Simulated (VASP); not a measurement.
Here is a VASP 6.6.1 calculation.

INCAR

```
PREC = Accurate
ENCUT = 600
EDIFF = 1E-6
ISMEAR = 0
SIGMA = 0.05
LREAL = False
LASPH = True
NELM = 150
ALGO = Normal
ISIF = 4
LWAVE = False
LCHARG = False
ISPIN = 2
MAGMOM = 7.67 7.67 0 0
LORBIT = 11
LMAXMIX = 6
LDAU = True
LDAUTYPE = 2
LDAUL = 3 -1
LDAUU = 6 0
LDAUJ = 0 0
LDAUPRINT = 1
GGA = PE
IBRION = 2
NSW = 60
EDIFFG = -0.04
```

KPOINTS

```
Automatic mesh
0
Gamma
  6 6 4
```

The input POSCAR:

```
GdN
1.0
    3.7043281970      0.0000000000      0.0000000000
   -1.8521640985      3.2080423225      0.0000000000
    0.0000000000      0.0000000000      5.1629266166
Gd N
2 2
Direct
    0.0000000000      0.0000000000      0.0000000000
    0.0000000000      0.0000000000      0.5000000000
    0.3333333333      0.6666666667      0.2500000000
    0.6666666667      0.3333333333      0.7500000000
```

Potentials or basis: VASP PAW PBE potentials, release 64 (Gd, N).

Run with:

```console
$ cat potpaw_PBE.64/Gd/POTCAR potpaw_PBE.64/N/POTCAR > POTCAR
$ mpirun -np 1 vasp_std > vasp.out
```

(1) What does it give for the band gap on the k mesh?

(2) Predict the net moment.

(3) Estimate the site moments.

Results:

(1) zero (filled and empty bands overlap).

(2) 14.00 μB per cell.

(3) Gd +6.88; N -0.10 μB.

Caveat: a cell axis changed by over 15 % at a fixed basis, so the end point is rough; spin-orbit coupling is left out, which moves the levels of the heavy elements.
